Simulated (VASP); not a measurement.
Input of a VASP 6.6.1 run:

File INCAR:

```
ALGO = Normal
EDIFF = 1E-7
ENCUT = 520
GGA = PE
ISIF = 2
ISMEAR = -1
LASPH = True
LCHARG = False
LREAL = False
LWAVE = False
NBANDS = 28
NELM = 80
PREC = Accurate
SIGMA = 0.05
```

The input KPOINTS:

```
k-points
0
Gamma
  8 8 8
```

The input POSCAR:

```
BaTiO3
1.0
    4.0338391840      0.0000000000      0.0000000000
    0.0000000000      4.0338391840      0.0000000000
    0.0000000000      0.0000000000      4.0338391840
Ba Ti O
1 1 3
Direct
    0.5000000000      0.5000000000      0.5000000000
    0.0000000000      0.0000000000      0.0000000000
    0.5000000000      0.0000000000      0.0000000000
    0.0000000000      0.5000000000      0.0000000000
    0.0000000000      0.0000000000      0.5000000000
```

Potentials or basis: VASP PAW PBE potentials, release 64 (Ba_sv, Ti_sv, O).

The run is started by

```bash
$ cat potpaw_PBE.64/Ba_sv/POTCAR potpaw_PBE.64/Ti_sv/POTCAR potpaw_PBE.64/O/POTCAR > POTCAR
$ mpirun -np 1 vasp_std > vasp.out
```

(1) What does it give for the band gap on the k mesh?

(2) Predict the pressure.

Answers

(1) 1.70 eV, indirect (least direct gap 1.86 eV).

(2) -0.1 GPa.

Caveat: spin-orbit coupling is left out, which moves the levels of the heavy elements.
